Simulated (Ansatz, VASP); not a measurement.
Two plane-wave programs on PtSe2

```xyz
6
Lattice="-2.5226 2.5226 5.6420 2.5226 -2.5226 5.6420 2.5226 2.5226 -5.6420" Properties=species:S:1:pos:R:3 pbc="T T T"
Pt    0.0000    2.5226    2.8210
Pt    0.0000    0.0000    0.0000
Se    0.0000    2.5226    0.3769
Se    0.0000    0.0000    8.8399
Se    0.0000    0.0000    2.4441
Se    0.0000    2.5226    5.2650
```

Alike in both runs: task single point; functional r2SCAN; dispersion rVV10; k mesh 8 × 8 × 8; occupations fermi-dirac, width 0.03 eV; no spin polarisation.

```csv
,VASP,Ansatz
version,VASP 6.6.1,Ansatz 0.2.0
potentials or method,"VASP PAW PBE potentials, release 64 (Pt, Se)","plane waves, PAW"
plane-wave cutoff (eV),520,500
valence electrons in the cell,44,100
```

Ansatz gave:

* pressure (GPa): 0.0
* traceless stress, the component that is largest in VASP (GPa): 0.09
* rms of the force components (eV/Å): 0.016

Question: Estimate VASP's values.

Answer: Pressure (GPa): 0.4; traceless stress, the component that is largest in VASP (GPa): 0.11; rms of the force components (eV/Å): 0.009.

VASP's potentials were made for PBE, not for r2SCAN. Atom by atom the forces differ by 0.007 eV/Å (rms over components). VASP's potentials hold 44 valence electrons a cell and Ansatz's 100, so a difference there can come from the potentials and not from the codes.

Spin-orbit coupling is off throughout.
